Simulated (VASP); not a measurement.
Write the native input for VASP 6.6.1 that does the following.

- Task: single point
- Functional: PBE
- Potentials or basis: VASP PAW PBE potentials, release 64 (Li_sv, Ti_sv, H)
- Cutoff: 520 eV
- k mesh: 6 × 6 × 6
- Occupations: gaussian, width 0.1 eV
- Spin: no spin polarisation
- Dipole correction: no
- Further INCAR settings: ALGO = Normal; EDIFF = 1e-06; NBANDS = 29

The structure of LiTiH3 lies in POSCAR:

```
LiTiH3
1.0
   -3.8767449211      2.2629912310      2.3761499349
    3.8767449211     -2.2629912310      2.3761499349
    3.8767449211      2.2629912310     -2.3761499349
Li Ti H
2 2 6
Direct
    0.5370196865      0.2631669870      0.7738526995
    0.4893142875      0.7631669870      0.2261473005
    0.9998788833      0.4998788833      0.5000000000
    0.9998788833      0.9998788833      0.0000000000
    0.0797289205      0.2247292859      0.3549996346
    0.4984787145      0.8579497477      0.8444748325
    0.0134749152      0.3579497477      0.8594710332
    0.8697296512      0.7247292859      0.6450003654
    0.4984787145      0.1540038820      0.1405289668
    0.0134749152      0.6540038820      0.1555251675
```

The input as run:

INCAR

```
SYSTEM = LiTiH3
PREC = Accurate ; ENCUT = 520
EDIFF = 1E-6 ; ISMEAR = 0
SIGMA = 0.1 ; LREAL = .FALSE.
LASPH = .TRUE. ; NELM = 100
ALGO = Normal ; ISIF = 2
LWAVE = .FALSE. ; LCHARG = .FALSE.
GGA = PE ; NBANDS = 29
```

KPOINTS

```
Automatic mesh
0
G
  6 6 6
  0 0 0
```

Potentials or basis: VASP PAW PBE potentials, release 64 (Li_sv, Ti_sv, H).

Launch:

```sh
$ cat potpaw_PBE.64/Li_sv/POTCAR potpaw_PBE.64/Ti_sv/POTCAR potpaw_PBE.64/H/POTCAR > POTCAR
$ mpirun -np 1 vasp_std > vasp.out
```

It gave:

* Largest force: 0.013 eV/Å
* Band gap on the k mesh: zero (bands 18 and 19 overlap by 1.04 eV)

Run time: 110 s on 1 thread of Intel(R) Xeon(R) Platinum 8124M CPU @ 3.00GHz (Skylake/Cascade Lake), with other jobs on the host, peak memory 0.29 GiB.
